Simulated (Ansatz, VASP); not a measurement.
**SnS2: VASP beside Ansatz**

INCAR

```
SYSTEM = SnS2
ALGO = Normal ; EDIFF = 1E-6
ENCUT = 500 ; GGA = PE
GGA_COMPAT = .FALSE. ; ISIF = 2
ISMEAR = 0 ; LASPH = .TRUE.
LCHARG = .FALSE. ; LREAL = .FALSE.
LWAVE = .FALSE. ; NBANDS = 20
NELM = 120 ; PREC = Accurate
SIGMA = 0.01
```

KPOINTS

```
k-points
0
G
  5 5 3
  0 0 0
```

The input POSCAR:

```
SnS2
1.0
    3.7564673401      0.0000000000      0.0000000000
   -1.8782336701      3.2531956863      0.0000000000
    0.0000000000      0.0000000000      6.0574197175
Sn S
1 2
Direct
    0.0000000000      0.0000000000      0.0000000000
    0.3333333333      0.6666666667      0.2500000000
    0.6666666667      0.3333333333      0.7500000000
```

Input for Ansatz:

```yaml
crystal:
  lattice:
    - [3.7564673401457203, 0.0, 0.0]
    - [-1.8782336700728601, 3.2531956863368157, 0.0]
    - [0.0, 0.0, 6.057419717497964]
  atoms:
    - { symbol: Sn, position: [0.0, 0.0, 0.0] }
    - { symbol: S, position: [0.3333333333333333, 0.6666666666666666, 0.25] }
    - { symbol: S, position: [0.6666666666666666, 0.3333333333333333, 0.75] }
basis:
  ecutwfc: 500.0
kpoints:
  mp_grid:
    grid: [5, 5, 3]
hamiltonian:
  xc: pbe
scf:
  occupations:
    method: fixed
output:
  stress: true
```

Alike in both runs: task single point; functional PBE; k mesh 5 × 5 × 3; no spin polarisation.

|  | VASP | Ansatz |
| --- | --- | --- |
| version | VASP 6.6.1 | Ansatz 0.2.0 |
| potentials or method | VASP PAW PBE potentials, release 64 (Sn_d, S), cutoff 500 eV | plane waves, PAW |
| occupations | gaussian, width 0.01 eV | fixed |
| valence electrons in the cell | 26 | 26 |

|  | VASP | Ansatz | Ansatz less VASP |
| --- | --- | --- | --- |
| pressure (GPa) | -2.8 | -2.7 | +0.10 |
| traceless stress, the component that is largest in VASP (GPa) | 0.07 | 0.06 | -0.017 |
